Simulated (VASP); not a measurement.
# C (Pmna) in VASP: single point with PBE

Aim: the single point of C with PBE.

Program: VASP 6.6.1. These are calculated values, not measurements. Logs are shortened: lines on timing, memory, paths and dates and some standing lists are left out, and cuts for length are marked.

### 1 The cell of the first run

The structure is orthorhombic, space group Pmna (No. 53). Conventional cell: a = 5.026 Å, b = 3.945 Å, c = 4.739 Å, α = 90.00°, β = 90.00°, γ = 90.00°. C (site symmetry 2) has 3 C at 1.32 to 1.54 Å within 1.8 Å. Within 2.0 Å of C (site symmetry 1) lie 4 C at 1.51 to 1.68 Å.

### 2 Single point, PBE

POSCAR

```
C
1.0
    5.0255523577      0.0000000000      0.0000000000
    0.0000000000      3.9453931050      0.0000000000
    0.0000000000      0.0000000000      4.7389547103
C
12
Direct
    0.3689934717      0.0000000000      0.0000000000
    0.1310065283      0.0000000000      0.5000000000
    0.6310065283      0.0000000000      0.0000000000
    0.8689934717      0.0000000000      0.5000000000
    0.6668494652      0.6400039432      0.1169869733
    0.8331505348      0.3599960568      0.6169869733
    0.8331505348      0.6400039432      0.3830130267
    0.6668494652      0.3599960568      0.8830130267
    0.3331505348      0.3599960568      0.8830130267
    0.1668494652      0.6400039432      0.3830130267
    0.1668494652      0.3599960568      0.6169869733
    0.3331505348      0.6400039432      0.1169869733
```

INCAR.step1

```
ALGO = Normal
EDIFF = 1E-6
ENCUT = 520
GGA = PE
ISIF = 2
ISMEAR = 0
LASPH = T
LCHARG = T
LREAL = F
LWAVE = F
NBANDS = 36
NELM = 100
PREC = Accurate
SIGMA = 0.02
```

KPOINTS.step1

```
k-points
0
Gamma
  6 8 6
```

INCAR.step2

```
ALGO = Normal
EDIFF = 1E-6
ENCUT = 520
GGA = PE
ICHARG = 11
ISIF = 2
ISMEAR = -5
LASPH = T
LCHARG = F
LORBIT = 11
LREAL = F
LWAVE = F
NBANDS = 36
NEDOS = 2001
NELM = 100
PREC = Accurate
SIGMA = 0.02
```

KPOINTS.step2

```
k-points
0
Gamma
  9 12 9
```

Potentials or basis: VASP PAW PBE potentials, release 64 (C).

Run with:

```
$ cat potpaw_PBE.64/C/POTCAR > POTCAR
$ cp INCAR.step1 INCAR
$ cp KPOINTS.step1 KPOINTS
$ mpirun -np 1 vasp_std > vasp.out
$ cp INCAR.step2 INCAR
$ cp KPOINTS.step2 KPOINTS
$ mpirun -np 1 vasp_std > vasp.out
```

OUTCAR:

```text
EDIFF = 1E-6
   ENCUT = 520
   GGA = PE
   ICHARG = 11
   ISIF = 2
   ISMEAR = -5
   LASPH = T
   LORBIT = 11
   LREAL = F
   NELM = 100
   PREC = Accurate

 ion  position               nearest neighbor table
   1  0.369  0.000  0.000-   3 1.32   9 1.54  12 1.54
   2  0.131  0.000  0.500-   4 1.32  10 1.54  11 1.54
   3  0.631  0.000  0.000-   1 1.32   5 1.54   8 1.54
   4  0.869  0.000  0.500-   2 1.32   6 1.54   7 1.54
   5  0.667  0.640  0.117-   7 1.51   3 1.54   8 1.57  12 1.68
   6  0.833  0.360  0.617-   8 1.51   4 1.54   7 1.57  11 1.68
   7  0.833  0.640  0.383-   5 1.51   4 1.54   6 1.57  10 1.68
   8  0.667  0.360  0.883-   6 1.51   3 1.54   5 1.57   9 1.68
   9  0.333  0.360  0.883-  11 1.51   1 1.54  12 1.57   8 1.68
  10  0.167  0.640  0.383-  12 1.51   2 1.54  11 1.57   7 1.68
  11  0.167  0.360  0.617-   9 1.51   2 1.54  10 1.57   6 1.68
  12  0.333  0.640  0.117-  10 1.51   1 1.54   9 1.57   5 1.68

  LATTYP: Found a simple orthorhombic cell.
 ALAT       =     3.9453931050
 B/A-ratio  =     1.2011362580
 C/A-ratio  =     1.2737773459

  Lattice vectors:

 A1 = (   0.0000000000,   3.9453931050,   0.0000000000)
 A2 = (   0.0000000000,   0.0000000000,   4.7389547103)
 A3 = (   5.0255523577,   0.0000000000,   0.0000000000)

Analysis of symmetry for initial positions (statically):
=====================================================================
 Subroutine PRICEL returns:
 Original cell was already a primitive cell.

 Routine SETGRP: Setting up the symmetry group for a
 simple orthorhombic supercell.

 Subroutine GETGRP returns: Found  8 space group operations
 (whereof  4 operations were pure point group operations)
 out of a pool of  8 trial point group operations.

The static configuration has the point symmetry C_2h.
 The point group associated with its full space group is D_2h.

Analysis of symmetry for dynamics (positions and initial velocities):
=====================================================================
 Subroutine PRICEL returns:
 Original cell was already a primitive cell.

 Routine SETGRP: Setting up the symmetry group for a
 simple orthorhombic supercell.

 Subroutine GETGRP returns: Found  8 space group operations
 (whereof  4 operations were pure point group operations)
 out of a pool of  8 trial point group operations.

The dynamic configuration has the point symmetry C_2h.
 The point group associated with its full space group is D_2h.

 Subroutine INISYM returns: Found  8 space group operations
 (whereof  4 operations are pure point group operations),
[... 146 lines left out ...]
   IVDW    =     0    specifies the selected vdW correction
   LEPSILON=     F    determine dielectric tensor
   LRPA    =     F    only Hartree local field effects (RPA)
 non-spin polarized calculation
 Fermi weights with tetrahedron method with Bloechl corrections
  energy-cutoff  :      520.00
  volume of cell :       93.96
 maximum number of plane-waves:      2551
 NGX is ok and might be reduce to    40

 number of electron      48.0000000 magnetization

 Free energy of the ion-electron system (eV)
  ---------------------------------------------------
  ext. energy  EPLUGINS =         0.00000000
  ---------------------------------------------------
  free energy    TOTEN  =       -98.66855644 eV

  energy without entropy =      -98.66855644  energy(sigma->0) =      -98.66855644

 E-fermi :   5.4067     XC(G=0): -11.0847

 val. band max:        5.3950061859   @ k =   0.0000   0.5000   0.0000
 cond. band min:       7.0438584487   @ k =   0.0000   0.0000   0.0000
 fundamental gap:      1.6488522628
 Fermi energy:         5.4067463899

 k-point     1 :       0.0000    0.0000    0.0000
  band No.  band energies     occupation
      1     -14.4333      2.00000
      2     -12.6584      2.00000
      3      -9.5242      2.00000
      4      -9.4198      2.00000
      5      -7.3578      2.00000
      6      -6.4898      2.00000
[... 925 lines left out ...]
     35      14.5066      0.00000
     36      15.0494      0.00000

 [... further k-points ...]

------------------------ aborting loop because EDIFF is reached ----------------------------------------

  FORCE on cell =-STRESS in cart. coord.  units (eV):
  Direction    XX          YY          ZZ          XY          YZ          ZX
  --------------------------------------------------------------------------------------
  -------------------------------------------------------------------------------------
  Total        0.3967711      0.3330451      0.1449972      0.0000000     -0.0000000      0.0000000
  in kB        6.7654084      5.6788060      2.4723710      0.0000000     -0.0000000      0.0000000
  external PRESSURE =       4.9721951 kB  Pullay stress =       0.0000000 kB

 VOLUME and BASIS-vectors are now :
 -----------------------------------------------------------------------------
  energy-cutoff  :      520.00
  volume of cell :       93.96
      direct lattice vectors                 reciprocal lattice vectors
     5.025552358  0.000000000  0.000000000     0.198983103  0.000000000  0.000000000
     0.000000000  3.945393105  0.000000000     0.000000000  0.253460168  0.000000000
     0.000000000  0.000000000  4.738954710     0.000000000  0.000000000  0.211016999

 POSITION                                       TOTAL-FORCE (eV/Angst)
 -----------------------------------------------------------------------------------
      1.85440      0.00000      0.00000        -0.085978     -0.000000      0.000000
      0.65838      0.00000      2.36948         0.085978     -0.000000      0.000000
      3.17116      0.00000      0.00000         0.085978     -0.000000      0.000000
      4.36717      0.00000      2.36948        -0.085978     -0.000000     -0.000000
      3.35129      2.52507      0.55440         0.014992     -0.015580      0.004983
      4.18704      1.42033      2.92387        -0.014992      0.015580      0.004983
      4.18704      2.52507      1.81508        -0.014992     -0.015580     -0.004983
      3.35129      1.42033      4.18456         0.014992      0.015580     -0.004983
      1.67427      1.42033      4.18456        -0.014992      0.015580     -0.004983
      0.83851      2.52507      1.81508         0.014992     -0.015580     -0.004983
      0.83851      1.42033      2.92387         0.014992      0.015580      0.004983
      1.67427      2.52507      0.55440        -0.014992     -0.015580      0.004983
 -----------------------------------------------------------------------------------
    total drift:                                0.000000      0.000000     -0.000000

  FREE ENERGIE OF THE ION-ELECTRON SYSTEM (eV)
  ---------------------------------------------------
  free  energy   TOTEN  =       -98.6685564382 eV

  energy  without entropy=      -98.6685564382  energy(sigma->0) =      -98.66855644

 total charge

# of ion       s       p       d       tot
------------------------------------------
    1        0.878   1.761   0.000   2.639
    2        0.878   1.761   0.000   2.639
    3        0.878   1.761   0.000   2.639
    4        0.878   1.761   0.000   2.639
    5        0.835   1.645   0.000   2.480
    6        0.835   1.645   0.000   2.480
    7        0.835   1.645   0.000   2.480
    8        0.835   1.645   0.000   2.480
    9        0.835   1.645   0.000   2.480
   10        0.835   1.645   0.000   2.480
   11        0.835   1.645   0.000   2.480
   12        0.835   1.645   0.000   2.480
--------------------------------------------------
tot         10.194  20.204   0.000  30.398
```

OUTCAR.step1:

```text
EDIFF = 1E-6
   ENCUT = 520
   GGA = PE
   ISIF = 2
[... 1202 lines left out ...]
      1.67427      1.42033      4.18456        -0.014967      0.015462     -0.004989
      0.83851      2.52507      1.81508         0.014967     -0.015462     -0.004989
      0.83851      1.42033      2.92387         0.014967      0.015462      0.004989
      1.67427      2.52507      0.55440        -0.014967     -0.015462      0.004989
 -----------------------------------------------------------------------------------
    total drift:                                0.000000      0.000000     -0.000000

  FREE ENERGIE OF THE ION-ELECTRON SYSTEM (eV)
  ---------------------------------------------------
  free  energy   TOTEN  =       -98.6685327719 eV

  energy  without entropy=      -98.6685327719  energy(sigma->0) =      -98.66853277
```

OSZICAR.step1:

```text
N       E                     dE             d eps       ncg     rms          rms(c)
DAV:   1     0.162507140556E+03    0.16251E+03   -0.24511E+04  5760   0.126E+03
DAV:   2    -0.915451611058E+02   -0.25405E+03   -0.23672E+03  7484   0.257E+02
DAV:   3    -0.104495406401E+03   -0.12950E+02   -0.12789E+02  7464   0.551E+01
DAV:   4    -0.104715125759E+03   -0.21972E+00   -0.21913E+00  7472   0.781E+00
DAV:   5    -0.104721329972E+03   -0.62042E-02   -0.62001E-02  7328   0.124E+00    0.142E+01
DAV:   6    -0.998076655190E+02    0.49137E+01   -0.54018E+00  6556   0.119E+01    0.800E+00
DAV:   7    -0.986523746078E+02    0.11553E+01   -0.50070E+00  7092   0.106E+01    0.256E+00
DAV:   8    -0.986673531021E+02   -0.14978E-01   -0.47351E-01  6760   0.383E+00    0.822E-01
DAV:   9    -0.986681252494E+02   -0.77215E-03   -0.58568E-02  7008   0.138E+00    0.265E-01
DAV:  10    -0.986683604408E+02   -0.23519E-03   -0.79910E-03  7088   0.467E-01    0.619E-02
DAV:  11    -0.986684201679E+02   -0.59727E-04   -0.47323E-04  6980   0.127E-01    0.451E-02
DAV:  12    -0.986685240253E+02   -0.10386E-03   -0.18586E-04  7172   0.735E-02    0.175E-02
DAV:  13    -0.986685325891E+02   -0.85638E-05   -0.40985E-05  7100   0.356E-02    0.717E-03
DAV:  14    -0.986685327719E+02   -0.18280E-06   -0.92881E-06  6868   0.150E-02
   1 F= -.98668533E+02 E0= -.98668533E+02  d E =-.437234E-22
```

Run time: 6.1 min. Hardware: 1 thread of Intel Xeon Platinum 8488C (Sapphire Rapids), shared host; peak memory 0.44 GiB.

What came out:

| Property | Result |
| --- | --- |
| Valence electrons inside the program's atomic spheres | C 2.64, 2.48 (each value once) |

Caveat: this functional lacks dispersion, which binds layers or chains, so the pressure and a relaxed spacing across them are unreliable.
